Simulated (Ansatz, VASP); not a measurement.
# One calculation of NbSi2, two programs

Contents of INCAR:

```
PREC     = Accurate       # precision mode
ENCUT    = 600            # plane-wave cutoff, eV
EDIFF    = 1E-6           # SCF threshold, eV
ISMEAR   = 0              # smearing method
SIGMA    = 0.1            # smearing width, eV
LREAL    = F              # projectors in reciprocal space
LASPH    = T              # aspherical terms in the spheres
NELM     = 80             # most SCF steps
ALGO     = Normal         # electronic algorithm
ISIF     = 3              # what is computed and relaxed
LWAVE    = F              # write WAVECAR
LCHARG   = F              # write CHGCAR
GGA      = PE             # functional
IBRION   = 2              # ionic algorithm
NSW      = 100            # ionic steps
EDIFFG   = -0.005         # ionic threshold
```

Contents of KPOINTS:

```
regular mesh
0
Gamma
  9 9 6
```

POSCAR

```
NbSi2
1.0
    4.8190000000      0.0000000000      0.0000000000
   -2.4095000000      4.1733764208      0.0000000000
    0.0000000000      0.0000000000      6.5920000000
Nb Si
3 6
Direct
    0.5000000000      0.0000000000      0.5000000000
    0.5000000000      0.5000000000      0.8333333333
    0.0000000000      0.5000000000      0.1666666667
    0.1599000000      0.3198000000      0.5000000000
    0.8401000000      0.1599000000      0.8333333333
    0.6802000000      0.8401000000      0.1666666667
    0.8401000000      0.6802000000      0.5000000000
    0.1599000000      0.8401000000      0.8333333333
    0.3198000000      0.1599000000      0.1666666667
```

Input for Ansatz:

```yaml
crystal:
  lattice:
    - [4.819, 0.0, 0.0]
    - [-2.4095, 4.1733764208, 0.0]
    - [0.0, 0.0, 6.592]
  atoms:
    - { symbol: Nb, position: [0.5, 0.0, 0.5] }
    - { symbol: Nb, position: [0.5, 0.5, 0.8333333333] }
    - { symbol: Nb, position: [0.0, 0.5, 0.1666666667] }
    - { symbol: Si, position: [0.1599, 0.3198, 0.5] }
    - { symbol: Si, position: [0.8401, 0.1599, 0.8333333333] }
    - { symbol: Si, position: [0.6802, 0.8401, 0.1666666667] }
    - { symbol: Si, position: [0.8401, 0.6802, 0.5] }
    - { symbol: Si, position: [0.1599, 0.8401, 0.8333333333] }
    - { symbol: Si, position: [0.3198, 0.1599, 0.1666666667] }
basis:
  ecutwfc: 420
kpoints:
  mp_grid: { grid: [9, 9, 6] }
hamiltonian:
  xc: pbe
scf:
  occupations: { method: gaussian, width: 0.1 }
output:
  forces: true
  stress: true
  eigenvalues: true
relax:
  adjacent_minimum: "off"
  f_tol: 0.005
  max_steps: 80
  cell: { stress_tol: 0.05 }
```

Alike in both runs: task relaxation of cell and atoms; functional PBE; k mesh 9 × 9 × 6; occupations gaussian, width 0.1 eV; no spin polarisation.

|  | VASP | Ansatz |
| --- | --- | --- |
| version | VASP 6.6.1 | Ansatz 0.2.0 |
| potentials or method | VASP PAW PBE potentials, release 64 (Nb_sv, Si), cutoff 600 eV | scalar-relativistic, plane waves, PAW |
| valence electrons in the cell | 63 | 63 |

Ansatz gave:

| Property | Result |
| --- | --- |
| gap on the k mesh at the Fermi level, each at its own relaxed structure (eV) | none |
| relaxed volume (Å³/atom) | 14.74 |
| relaxed cell length with the largest relative difference (Å) | 6.615 |

Task: Estimate VASP's values.

Result: gap on the k mesh at the Fermi level, each at its own relaxed structure (eV): none; relaxed volume (Å³/atom): 14.72; relaxed cell length with the largest relative difference (Å): 6.612.

A gap of «none» marks a metal or a gap that the smearing closes.
